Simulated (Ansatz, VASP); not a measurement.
## CaI: VASP beside Ansatz

```
CELL_PARAMETERS angstrom
4.14682 0.00000 0.00000
-2.07341 3.59125 0.00000
0.00000 0.00000 4.57623
ATOMIC_POSITIONS crystal
Ca 0.00000 0.00000 0.50000
I 0.66667 0.33333 0.00000
```

Alike in both runs: task relaxation of cell and atoms; functional r2SCAN; k mesh 8 × 8 × 7; occupations fermi-dirac, width 0.1 eV; no spin polarisation.

```csv
,VASP,Ansatz
version,VASP 6.6.1,Ansatz 0.2.0
potentials or method,"VASP PAW PBE potentials, release 64 (Ca_sv, I), cutoff 600 eV","plane waves, PAW"
valence electrons in the cell,17,27
```

|  | VASP | Ansatz | Ansatz less VASP |
| --- | --- | --- | --- |
| relaxed volume (Å³/atom) | 33.47 | 33.29 | -0.173 |
| relaxed length of the cell vector where the two differ most in proportion (Å) | 4.508 | 4.499 | -0.0093 |

VASP's potentials were made for PBE, not for r2SCAN. VASP's potentials hold 17 valence electrons a cell and Ansatz's 27, so a difference there can come from the potentials and not from the codes.

Neither program's run includes spin-orbit coupling.
